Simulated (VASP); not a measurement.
Here is a VASP 6.6.1 calculation.

Contents of INCAR:

```
PREC = Accurate
ENCUT = 520
EDIFF = 1E-6
ISMEAR = 0
SIGMA = 0.1
LREAL = F
LASPH = T
NELM = 80
ALGO = Normal
ISIF = 2
LWAVE = F
LCHARG = F
LDIPOL = T
IDIPOL = 3
DIPOL = 0.5 0.5 0.347
GGA = PE
IBRION = 2
NSW = 36
EDIFFG = -0.025
```

File KPOINTS:

```
regular mesh
0
Gamma
  9 9 1
```

POSCAR

```
Al3O
1.0
    2.8567582918      0.0000000000      0.0000000000
    0.0000000000      2.8567582918      0.0000000000
    0.0000000000      0.0000000000     19.6746954317
Al O
3 1
Selective dynamics
Direct
    0.5000000000      0.5000000000      0.2033068321  F F F
    0.0000000000      0.0000000000      0.3092728609  F F F
    0.5000000000      0.5000000000      0.4154928578  F F F
    0.5000000000      1.0000000000      0.4611278872  F F T
```

Potentials or basis: VASP PAW PBE potentials, release 64 (Al, O).

Launch:

```console
$ cat potpaw_PBE.64/Al/POTCAR potpaw_PBE.64/O/POTCAR > POTCAR
$ mpirun -np 1 vasp_std > vasp.out
```

(1) What does it give for the energy gained by relaxing?

## Answers

(1) 0.1 meV/atom.

Caveat: an odd number of electrons without spin polarisation forces a metal; a magnetic or distorted state may lie lower.
